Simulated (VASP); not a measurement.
Write the native input for VASP 6.6.1 that does the following.

```yaml
Task: single point
Functional: LDA
Potentials_or_basis: VASP PAW LDA potentials, release 64 (Si, C)
Cutoff: 520 eV
k_mesh: 12 × 12 × 6
Occupations: gaussian, width 0.05 eV
Spin: no spin polarisation
Dipole_correction: no
Further_INCAR_settings: ALGO = Normal; EDIFF = 1e-06; NBANDS = 16
```

The structure of SiC lies in POSCAR:

```
SiC
1.0
    2.9787958993      0.0000000000      0.0000000000
   -1.4893979497      2.5797129215      0.0000000000
    0.0000000000      0.0000000000      5.2802136111
Si C
2 2
Direct
    0.3333333333      0.6666666667      0.0046041256
    0.6666666667      0.3333333333      0.5046041256
    0.3333333333      0.6666666667      0.3953475106
    0.6666666667      0.3333333333      0.8953475106
```

This cell differs from its parent crystal: c/a of the conventional cell at fixed volume 1.7726.

These files were run (other wordings do the same):

INCAR

```
SYSTEM = SiC
PREC     = Accurate       ! precision mode
ENCUT    = 520            ! plane-wave cutoff, eV
EDIFF    = 1E-6           ! SCF threshold, eV
ISMEAR   = 0              ! smearing method
SIGMA    = 0.05           ! smearing width, eV
LREAL    = .False.        ! projectors in reciprocal space
LASPH    = .True.         ! aspherical terms in the spheres
NELM     = 60             ! most SCF steps
ALGO     = Normal         ! electronic algorithm
ISIF     = 2              ! what is computed and relaxed
LWAVE    = .False.        ! write WAVECAR
LCHARG   = .False.        ! write CHGCAR
GGA      = CA             ! functional
NBANDS   = 16             ! bands
```

KPOINTS

```
regular mesh
0
Gamma
  12 12 6
  0 0 0
```

Potentials or basis: VASP PAW LDA potentials, release 64 (Si, C).

Run with:

```sh
$ cat potpaw_LDA.64/Si/POTCAR potpaw_LDA.64/C/POTCAR > POTCAR
$ mpirun -np 1 vasp_std > vasp.out
```

It gave:

```json
{
 "Pressure": "5.7 GPa",
 "Largest force": "1.447 eV/Å",
 "Band gap on the k mesh": "2.42 eV, indirect (least direct gap 4.67 eV)"
}
```

Caveat: forces of over 1 eV/Å act on the atoms, so gaps and moduli don't describe the material at rest.

Wall time 37 s on 1 thread of Intel Xeon 8259CL (shared host), peak memory 0.16 GiB.
